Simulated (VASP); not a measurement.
# LiGe2As3 (P-3m1) in VASP: notebook

The runs below take LiGe2As3 through single point, relaxation of cell and atoms, with PBE.

Everything below comes from runs of VASP 6.6.1. Logs are shortened: lines on timing, memory, paths and dates and some standing lists are left out, and cuts for length are marked.

**1. The cell of the first run**

The structure is trigonal, space group P-3m1 (No. 164). Conventional cell: a = 3.597 Å, b = 3.597 Å, c = 8.874 Å, α = 90.00°, β = 90.00°, γ = 120.00°. Within 3.5 Å of Li (site symmetry -3m) lie 6 As at 2.69 Å. Within 3.3 Å of Ge (site symmetry 3m) lie 6 As at 2.49 Å. As (site symmetry 3m) has 3 Ge at 2.49 Å and 3 Li at 2.69 Å within 3.3 Å. Within 3.3 Å of As (site symmetry -3m) lie 6 Ge at 2.49 Å.

**2. Single point, PBE**

INCAR

```
SYSTEM = LiGe2As3
ALGO     = Normal         ! electronic algorithm
EDIFF    = 1E-6           ! SCF threshold, eV
ENCUT    = 520            ! plane-wave cutoff, eV
GGA      = PE             ! functional
ISIF     = 2              ! what is computed and relaxed
ISMEAR   = 0              ! smearing method
LASPH    = .True.         ! aspherical terms in the spheres
LCHARG   = .False.        ! write CHGCAR
LREAL    = .False.        ! projectors in reciprocal space
LWAVE    = .False.        ! write WAVECAR
NBANDS   = 32             ! bands
NELM     = 80             ! most SCF steps
PREC     = Accurate       ! precision mode
SIGMA    = 0.1            ! smearing width, eV
```

KPOINTS

```
k-points
0
Gamma
  6 6 2
  0 0 0
```

POSCAR

```
LiGe2As3
1.0
    3.5972608500      0.0000000000      0.0000000000
   -1.7986304200      3.1153192800      0.0000000000
    0.0000000000      0.0000000000      8.8743915800
Li Ge As
1 2 3
Direct
    0.0000000000      0.0000000000      0.0000000000
    0.3333333300      0.6666666700      0.3461675400
    0.6666666700      0.3333333300      0.6538324600
    0.6666666700      0.3333333300      0.1923350800
    0.0000000000      0.0000000000      0.5000000000
    0.3333333300      0.6666666700      0.8076649200
```

Potentials or basis: VASP PAW PBE potentials, release 64 (Li_sv, Ge_d, As).

Run with:

```sh
$ cat potpaw_PBE.64/Li_sv/POTCAR potpaw_PBE.64/Ge_d/POTCAR potpaw_PBE.64/As/POTCAR > POTCAR
$ mpirun -np 1 vasp_std > vasp.out
```

OUTCAR:

```text
SYSTEM = LiGe2As3
   EDIFF = 1E-6
   ENCUT = 520
   GGA = PE
   ISIF = 2
   ISMEAR = 0
   LASPH = .True.
   LREAL = .False.
   NELM = 80
   PREC = Accurate

 ion  position               nearest neighbor table
   1  0.000  0.000  0.000-   4 2.69   6 2.69   6 2.69   4 2.69   4 2.69   6 2.69
   2  0.333  0.667  0.346-   5 2.49   4 2.49   4 2.49   5 2.49   5 2.49   4 2.49
   3  0.667  0.333  0.654-   5 2.49   6 2.49   6 2.49   5 2.49   5 2.49   6 2.49
   4  0.667  0.333  0.192-   2 2.49   2 2.49   2 2.49   1 2.69   1 2.69   1 2.69
   5  0.000  0.000  0.500-   2 2.49   3 2.49   2 2.49   3 2.49   3 2.49   2 2.49
   6  0.333  0.667  0.808-   3 2.49   3 2.49   3 2.49   1 2.69   1 2.69   1 2.69

  LATTYP: Found a hexagonal cell.
 ALAT       =     3.5972608500
 C/A-ratio  =     2.4669858401

  Lattice vectors:

 A1 = (   3.5972608500,   0.0000000000,   0.0000000000)
 A2 = (  -1.7986304200,   3.1153192800,   0.0000000000)
 A3 = (   0.0000000000,   0.0000000000,   8.8743915800)

Analysis of symmetry for initial positions (statically):
=====================================================================
 Subroutine PRICEL returns:
 Original cell was already a primitive cell.

 Routine SETGRP: Setting up the symmetry group for a
 hexagonal supercell.

 Subroutine GETGRP returns: Found 12 space group operations
 (whereof 12 operations were pure point group operations)
 out of a pool of 24 trial point group operations.

The static configuration has the point symmetry D_3d.

Analysis of symmetry for dynamics (positions and initial velocities):
=====================================================================
 Subroutine PRICEL returns:
 Original cell was already a primitive cell.

 Routine SETGRP: Setting up the symmetry group for a
 hexagonal supercell.

 Subroutine GETGRP returns: Found 12 space group operations
 (whereof 12 operations were pure point group operations)
 out of a pool of 24 trial point group operations.

The dynamic configuration has the point symmetry D_3d.

 Subroutine INISYM returns: Found 12 space group operations
 (whereof 12 operations are pure point group operations),
 and found     1 'primitive' translations

----------------------------------------------------------------------------------------

                                     Primitive cell

  volume of cell :      99.4519

  direct lattice vectors                    reciprocal lattice vectors
     3.597260850  0.000000000  0.000000000     0.277989293  0.160497193  0.000000000
    -1.798630420  3.115319280  0.000000000     0.000000000  0.320994386  0.000000000
     0.000000000  0.000000000  8.874391580     0.000000000  0.000000000  0.112683781

  length of vectors
     3.597260850  3.597260847  8.874391580     0.320994386  0.320994386  0.112683781

  position of ions in fractional coordinates (direct lattice)
     0.000000000  0.000000000  0.000000000
     0.333333330  0.666666670  0.346167540
     0.666666670  0.333333330  0.653832460
     0.666666670  0.333333330  0.192335080
     0.000000000  0.000000000  0.500000000
     0.333333330  0.666666670  0.807664920

  ion indices of the primitive-cell ions
   primitive index   ion index
                 1           1
                 2           2
                 3           3
                 4           4
                 5           5
                 6           6

----------------------------------------------------------------------------------------

 KPOINTS: k-points

Automatic generation of k-mesh.
 Grid dimensions read from file:
 generate k-points for:    6    6    2

 Generating k-lattice:

  Cartesian coordinates                     Fractional coordinates (reciprocal lattice)
     0.046331549  0.026749532  0.000000000     0.166666667 -0.000000000  0.000000000
     0.000000000  0.053499064  0.000000000     0.000000000  0.166666667  0.000000000
     0.000000000  0.000000000  0.056341891     0.000000000  0.000000000  0.500000000

  Length of vectors
     0.053499064  0.053499064  0.056341891

  Shift w.r.t. Gamma in fractional coordinates (k-lattice)
     0.000000000  0.000000000  0.000000000

 Subroutine IBZKPT returns following result:
 ===========================================

 Found     14 irreducible k-points:

 Following reciprocal coordinates:
            Coordinates               Weight
  0.000000  0.000000  0.000000      1.000000
  0.166667  0.000000  0.000000      6.000000
  0.333333  0.000000  0.000000      6.000000
  0.500000  0.000000  0.000000      3.000000
  0.166667  0.166667  0.000000      6.000000
  0.333333  0.166667  0.000000     12.000000
  0.333333  0.333333  0.000000      2.000000
  0.000000  0.000000  0.500000      1.000000
  0.166667  0.000000  0.500000      6.000000
  0.333333  0.000000  0.500000      6.000000
  0.500000  0.000000  0.500000      3.000000
  0.166667  0.166667  0.500000      6.000000
  0.333333  0.166667  0.500000     12.000000
  0.333333  0.333333  0.500000      2.000000
[... 19 lines left out ...]
   LREAL  =      F    real-space projection
   EDIFFG = 0.1E-04   stopping-criterion for IOM
   NSW    =      0    number of steps for IOM
   IBRION =     -1    ionic relax: 0-MD 1-quasi-New 2-CG
   NFREE  =      0    steps in history (QN), initial steepest desc. (CG)
   ISIF   =      2    stress and relaxation
   ISYM   =      2    0-nonsym 1-usesym 2-fastsym
   POTIM  = 0.5000    time-step for ionic-motion
   TEBEG  =    0.0;   TEEND  =   0.0 temperature during run
   PSTRESS=    0.0 pullay stress
   NELECT =      46.0000    total number of electrons
   NUPDOWN=      -1.0000    fix difference up-down
   EMIN   =  10.00;   EMAX   =-10.00  energy-range for DOS
   EFERMI =   0.00;   METHOD = LEGACY
   ISMEAR =     0;   SIGMA  =   0.10  broadening in eV -4-tet -1-fermi 0-gaus
   EFERMI_NEDOS =   21; number of points for ismear=-14 and -15
   IALGO  =     38    algorithm
   IMIX   =      4    mixing-type and parameters
     AMIX     =   0.40;   BMIX     =  1.00
     AMIX_MAG =   1.60;   BMIX_MAG =  1.00
  volume/ion in A,a.u.               =      16.58       111.86
  Fermi-wavevector in a.u.,A,eV,Ry     =   1.266066  2.392518 21.809100  1.602924
  Thomas-Fermi vector in A             =   2.399286
   LORBIT       =      0    0 simple, 1 ext, 2 COOP (PROOUT), +10 PAW based schemes
   GGA     = PE    functional components
   LHFCALC =     F    Hartree Fock is set to
   AEXX    =    0.0000 exact exchange contribution
   IVDW    =     0    specifies the selected vdW correction
   LEPSILON=     F    determine dielectric tensor
   LRPA    =     F    only Hartree local field effects (RPA)
 non-spin polarized calculation
 Gauss-broadening in eV      SIGMA  =   0.10
  energy-cutoff  :      520.00
  volume of cell :       99.45
 maximum number of plane-waves:      2710
 NGX is ok and might be reduce to    28
   NGX = 13   NGY = 13   NGZ = 33

 number of electron      46.0000013 magnetization

 Free energy of the ion-electron system (eV)
  ---------------------------------------------------
  ext. energy  EPLUGINS =         0.00000000
  ---------------------------------------------------
  free energy    TOTEN  =       -23.75894439 eV

  energy without entropy =      -23.74334886  energy(sigma->0) =      -23.75114662

 E-fermi :   6.7159     XC(G=0): -10.7819

 val. band max:        6.6854651304   @ k =   0.0000   0.0000   0.5000
 cond. band min:       6.7713055255   @ k =   0.0000   0.0000   0.0000
 fundamental gap:      0.0858403951
 Fermi energy:         6.7158894643

 k-point     1 :       0.0000    0.0000    0.0000
  band No.  band energies     occupation
      1     -39.5093      2.00000
      2     -18.2913      2.00000
      3     -18.2913      2.00000
      4     -18.2815      2.00000
      5     -18.2815      2.00000
      6     -18.2574      2.00000
[... 24 lines left out ...]
     31      11.4118      0.00000
     32      13.4925      0.00000

 k-point     2 :       0.1667    0.0000    0.0000
  band No.  band energies     occupation
      1     -39.5088      2.00000
      2     -18.2980      2.00000
      3     -18.2892      2.00000
      4     -18.2852      2.00000
      5     -18.2795      2.00000
      6     -18.2588      2.00000
[... 24 lines left out ...]
     31      12.4934      0.00000
     32      12.7609      0.00000
[... 383 lines left out ...]
     31      12.9041      0.00000
     32      13.7168      0.00000

 k-point    14 :       0.3333    0.3333    0.5000
  band No.  band energies     occupation
      1     -39.5070      2.00000
      2     -18.3102      2.00000
      3     -18.2940      2.00000
      4     -18.2940      2.00000
      5     -18.2801      2.00000
      6     -18.2517      2.00000
[... 24 lines left out ...]
     31      14.1095      0.00000
     32      14.4688      0.00000

------------------------ aborting loop because EDIFF is reached ----------------------------------------

  FORCE on cell =-STRESS in cart. coord.  units (eV):
  Direction    XX          YY          ZZ          XY          YZ          ZX
  --------------------------------------------------------------------------------------
  -------------------------------------------------------------------------------------
  Total       10.5454572     10.5454572     14.3832268      0.0000000      0.0000000      0.0000000
  in kB      169.8880822    169.8880822    231.7148291      0.0000003      0.0000000      0.0000000
  external PRESSURE =     190.4969978 kB  Pullay stress =       0.0000000 kB

 VOLUME and BASIS-vectors are now :
 -----------------------------------------------------------------------------
  energy-cutoff  :      520.00
  volume of cell :       99.45
      direct lattice vectors                 reciprocal lattice vectors
     3.597260850  0.000000000  0.000000000     0.277989293  0.160497193  0.000000000
    -1.798630420  3.115319280  0.000000000     0.000000000  0.320994386  0.000000000
     0.000000000  0.000000000  8.874391580     0.000000000  0.000000000  0.112683781

 POSITION                                       TOTAL-FORCE (eV/Angst)
 -----------------------------------------------------------------------------------
      0.00000      0.00000      0.00000        -0.000000      0.000000      0.000000
     -0.00000      2.07688      3.07203        -0.000000      0.000000     -1.625650
      1.79863      1.03844      5.80237         0.000000      0.000000      1.625650
      1.79863      1.03844      1.70686        -0.000000     -0.000000     -1.279387
      0.00000      0.00000      4.43720        -0.000000      0.000000      0.000000
     -0.00000      2.07688      7.16753         0.000000      0.000000      1.279387
 -----------------------------------------------------------------------------------
    total drift:                                0.000000      0.000000      0.000000

  FREE ENERGIE OF THE ION-ELECTRON SYSTEM (eV)
  ---------------------------------------------------
  free  energy   TOTEN  =       -23.7589443859 eV

  energy  without entropy=      -23.7433488613  energy(sigma->0) =      -23.75114662
```

Wall time 43 s (1 thread of AMD EPYC 9R45 (Zen 5), shared host); peak memory 0.2 GiB.

What came out:

```yaml
Free_energy: -23.7589 eV
Largest_force: 1.626 eV/Å
Band_gap_on_the_k_mesh: zero (band 23 reaches 7.16 eV, above the bottom of band 24 at 6.25 eV)
```

Forces in eV/Å, atoms in the order of the input:
```
Li   0.000  0.000  0.000
Ge   0.000  0.000 -1.626
Ge   0.000  0.000  1.626
As   0.000  0.000 -1.279
As   0.000  0.000  0.000
As   0.000  0.000  1.279
```

Levels at points of the mesh, in eV from the Fermi level:
| k point | band 20 | band 21 | band 22 | band 23 | band 24 | band 25 | band 26 | band 27 |
| --- | --- | --- | --- | --- | --- | --- | --- | --- |
| (0.00, 0.00, 0.00) | -0.63 | -0.03 | 0.06 | 0.06 | 0.66 | 2.13 | 2.33 | 2.33 |
| (0.50, 0.00, 0.00) | -3.34 | -2.23 | -2.05 | -1.59 | -0.47 | 0.49 | 2.39 | 3.07 |
| (0.00, 0.00, 0.50) | -0.56 | -0.56 | -0.03 | -0.03 | 1.38 | 2.12 | 2.28 | 2.28 |
| (0.50, 0.00, 0.50) | -3.70 | -2.42 | -2.00 | -0.15 | -0.05 | 0.54 | 2.73 | 3.21 |

Caveat: the cutoff is under 1.25 times the usual one of these potentials, so pressure, stress and relaxed cells hold a basis-set (Pulay) error; forces of over 1 eV/Å act on the atoms, so gaps and moduli don't describe the material at rest.

**3. Single point, PBE**

This run uses another cell than the first one, of 19.90 Å³/atom, 1.201 times its volume.

INCAR

```
PREC = Accurate
ENCUT = 520
EDIFF = 1E-6
ISMEAR = 0
SIGMA = 0.1
LREAL = F
LASPH = T
NELM = 100
ALGO = Normal
ISIF = 2
LWAVE = F
LCHARG = F
GGA = PE
NBANDS = 32
```

KPOINTS

```
Automatic mesh
0
Gamma
  6 6 2
```

POSCAR

```
LiGe2As3
1.0
    3.6844612127     -0.0000000030      0.0000000000
   -1.8422306038      3.1908370109      0.0000000000
    0.0000000000      0.0000000000     10.1566337670
Li Ge As
1 2 3
Direct
    0.0000000000      0.0000000000      0.0000000000
    0.3333333333      0.6666666667      0.3265165792
    0.6666666667      0.3333333333      0.6734834208
    0.6666666667      0.3333333333      0.1838616695
    0.0000000000      0.0000000000      0.5000000000
    0.3333333333      0.6666666667      0.8161383305
```

Potentials or basis: VASP PAW PBE potentials, release 64 (Li_sv, Ge_d, As).

Run with:

```sh
$ cat potpaw_PBE.64/Li_sv/POTCAR potpaw_PBE.64/Ge_d/POTCAR potpaw_PBE.64/As/POTCAR > POTCAR
$ mpirun -np 1 vasp_std > vasp.out
```

Run time: 48 s. Hardware: 1 thread of AMD EPYC 9R45 (Zen 5), shared host; peak memory 0.22 GiB.

It converged, with:

| Quantity | Value |
| --- | --- |
| Free energy | -25.1802 eV |
| Largest force | 0.033 eV/Å |
| Band gap on the k mesh | zero (band 23 reaches 5.46 eV, above the bottom of band 24 at 4.66 eV) |

Forces on the atoms (eV/Å):
```
Li   0.000  0.000  0.000
Ge   0.000  0.000  0.021
Ge   0.000  0.000 -0.021
As   0.000  0.000 -0.033
As   0.000  0.000  0.000
As   0.000  0.000  0.033
```

Levels at points of the mesh, in eV from the Fermi level:
```
           k point  band 19  band 20  band 21  band 22  band 23  band 24  band 25  band 26  band 27  band 28
(0.00, 0.00, 0.00)    -0.09    -0.09     0.06     0.06     0.54     0.54     2.15     2.93     3.06     3.06
(0.50, 0.00, 0.00)    -3.17    -2.53    -1.72    -1.64    -1.58    -0.12     0.39     2.35     3.26     3.95
(0.00, 0.00, 0.50)    -0.12     0.11     0.11     0.51     0.51     1.18     1.72     2.91     2.99     2.99
(0.50, 0.00, 0.50)    -3.34    -2.48    -1.78    -1.48    -0.46     0.04     0.09     2.04     2.51     3.29
```

Caveat: the cutoff is under 1.25 times the usual one of these potentials, so pressure, stress and relaxed cells hold a basis-set (Pulay) error.

**4. Relaxation of cell and atoms, PBE**

INCAR

```
SYSTEM = LiGe2As3
PREC = Accurate
ENCUT = 600
EDIFF = 1E-7
ISMEAR = 0
SIGMA = 0.1
LREAL = .FALSE.
LASPH = .TRUE.
NELM = 60
ALGO = Normal
ISIF = 3
LWAVE = .FALSE.
LCHARG = .FALSE.
GGA = PE
IBRION = 2
NSW = 90
EDIFFG = -0.04
```

KPOINTS

```
regular mesh
0
G
  6 6 2
  0 0 0
```

POSCAR

```
LiGe2As3
1.0
    3.5972608500      0.0000000000      0.0000000000
   -1.7986304200      3.1153192800      0.0000000000
    0.0000000000      0.0000000000      8.8743915800
Li Ge As
1 2 3
Direct
    0.0000000000      0.0000000000      0.0000000000
    0.3333333300      0.6666666700      0.3461675400
    0.6666666700      0.3333333300      0.6538324600
    0.6666666700      0.3333333300      0.1923350800
    0.0000000000      0.0000000000      0.5000000000
    0.3333333300      0.6666666700      0.8076649200
```

Run with:

```sh
$ cat potpaw_PBE.64/Li_sv/POTCAR potpaw_PBE.64/Ge_d/POTCAR potpaw_PBE.64/As/POTCAR > POTCAR
$ mpirun -np 1 vasp_std > vasp.out
```

Run time: 8.8 min. Hardware: 1 thread of AMD EPYC 9R45 (Zen 5), shared host; peak memory 0.23 GiB.

Results (log left out):

- Free energy: -25.1756 eV
- Relaxed volume: 19.87 Å³/atom
- Relaxed cell: a = 3.675 Å, b = 3.675 Å, c = 10.195 Å, α = 90.00°, β = 90.00°, γ = 120.00°
- Space group after relaxing (to 0.05 Å): P-3m1 (No. 164)
- Energy gained by relaxing: 236.1 meV/atom
- Ionic steps: 15
- Pressure after relaxing: 0.0 GPa
- Largest force after relaxing: 0.010 eV/Å
- Band gap on the k mesh: zero (band 23 reaches 5.50 eV, above the bottom of band 24 at 4.65 eV)

Forces in eV/Å, atoms in the order of the input:
```
Li   0.000  0.000  0.000
Ge   0.000  0.000  0.010
Ge   0.000  0.000 -0.010
As   0.000  0.000 -0.003
As   0.000  0.000  0.000
As   0.000  0.000  0.003
```

The path:
```csv
step,energy change (eV),largest force (eV/Å),pressure (GPa),volume (Å³)
1,0.0000,1.6253,19.07,99.45
2,-1.0845,0.7074,-4.92,130.59
3,-1.2304,0.8607,-0.74,120.79
4,-1.3297,0.5382,-0.33,120.17
5,-1.4016,0.1955,0.88,119.01
6,-1.4018,0.2152,0.96,118.93
7,-1.4106,0.0450,-0.47,121.40
8,-1.4111,0.0740,-0.24,120.93
9,-1.4111,0.0767,-0.19,120.88
10,-1.4124,0.0672,-0.09,120.58
11,-1.4140,0.0678,0.13,119.90
12,-1.4146,0.0762,0.53,118.55
13,-1.4148,0.0804,0.40,119.04
14,-1.4156,0.0640,0.31,119.09
15,-1.4166,0.0096,0.04,119.24
```

Final structure:
```yaml
crystal:
  lattice:
    - [3.67509, 0.00000, 0.00000]
    - [-1.83755, 3.18272, 0.00000]
    - [0.00000, 0.00000, 10.19461]
  atoms:
    - { symbol: Li, position: [0.00000, 0.00000, 0.00000] }
    - { symbol: Ge, position: [0.33333, 0.66667, 0.32637] }
    - { symbol: Ge, position: [0.66667, 0.33333, 0.67363] }
    - { symbol: As, position: [0.66667, 0.33333, 0.18290] }
    - { symbol: As, position: [0.00000, 0.00000, 0.50000] }
    - { symbol: As, position: [0.33333, 0.66667, 0.81710] }
```

Levels at points of the mesh, in eV from the Fermi level:
| k point | band 20 | band 21 | band 22 | band 23 | band 24 | band 25 | band 26 | band 27 |
| --- | --- | --- | --- | --- | --- | --- | --- | --- |
| (0.00, 0.00, 0.00) | -0.03 | 0.12 | 0.12 | 0.60 | 0.60 | 2.23 | 3.01 | 3.10 |
| (0.50, 0.00, 0.00) | -2.48 | -1.73 | -1.61 | -1.58 | -0.10 | 0.40 | 2.36 | 3.27 |
| (0.00, 0.00, 0.50) | 0.18 | 0.18 | 0.57 | 0.57 | 1.20 | 1.78 | 2.99 | 3.04 |
| (0.50, 0.00, 0.50) | -2.43 | -1.73 | -1.48 | -0.50 | 0.06 | 0.11 | 1.98 | 2.53 |

Caveat: the cutoff is under 1.25 times the usual one of these potentials, so pressure, stress and relaxed cells hold a basis-set (Pulay) error; the volume moved by over 15 % at a fixed basis, so the end points are rough.

**5. Overview**

```csv
task,cell,cutoff (eV),gap on the mesh (eV),largest force (eV/Å)
single point,"a = 3.597, b = 3.597, c = 8.874 Å, angles 90.0, 90.0, 120.0°, 6 atoms",520,none,1.63
single point,"a = 3.684, b = 3.684, c = 10.157 Å, angles 90.0, 90.0, 120.0°, 6 atoms",520,none,0.03
relaxation of cell and atoms,"relaxed from a = 3.597, b = 3.597, c = 8.874 Å, angles 90.0, 90.0, 120.0°, 6 atoms",600,none,0.01
```

Alike in all rows: level PBE; potentials or basis VASP PAW PBE potentials, release 64 (Li_sv, Ge_d, As); no spin polarisation; k mesh 6 × 6 × 2; smearing gaussian 0.1 eV.

Caveats: the cutoff is under 1.25 times the usual one of these potentials, so pressure, stress and relaxed cells hold a basis-set (Pulay) error; forces of over 1 eV/Å act on the atoms, so gaps and moduli don't describe the material at rest (some runs); the volume moved by over 15 % at a fixed basis, so the end points are rough (some runs).

Total energies depend on the potentials used, so only differences within one code and one set of settings carry meaning.
